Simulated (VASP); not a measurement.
W5N, 6 atoms in the cell. The cell holds a slab with vacuum, 6 atoms: a = 3.154 Å, b = 3.154 Å, c = 25.309 Å, α = 90.00°, β = 90.00°, γ = 90.00°. 

- Program: VASP 6.6.1
- Task: single point
- Functional: PBEsol
- Potentials or basis: VASP PAW PBE potentials, release 64 (W_sv, N)
- Cutoff: 520 eV
- k mesh: 9 × 9 × 1
- Occupations: gaussian, width 0.1 eV
- Spin: no spin polarisation
- Dipole correction: yes
- Further INCAR settings: ALGO = Normal; EDIFF = 1e-06; NBANDS = 46

Potentials or basis: VASP PAW PBE potentials, release 64 (W_sv, N).

Launch:

```sh
$ cat potpaw_PBE.64/W_sv/POTCAR potpaw_PBE.64/N/POTCAR > POTCAR
$ mpirun -np 1 vasp_std > vasp.out
```

Hardware: 1 thread of Intel Xeon 8259CL (shared host).

Q: Estimate the wall time of this run.

A: It took 19 min on 1 thread of Intel Xeon 8259CL, on a shared host, peak memory 0.46 GiB. Counts: scf iterations 35, k points 25.
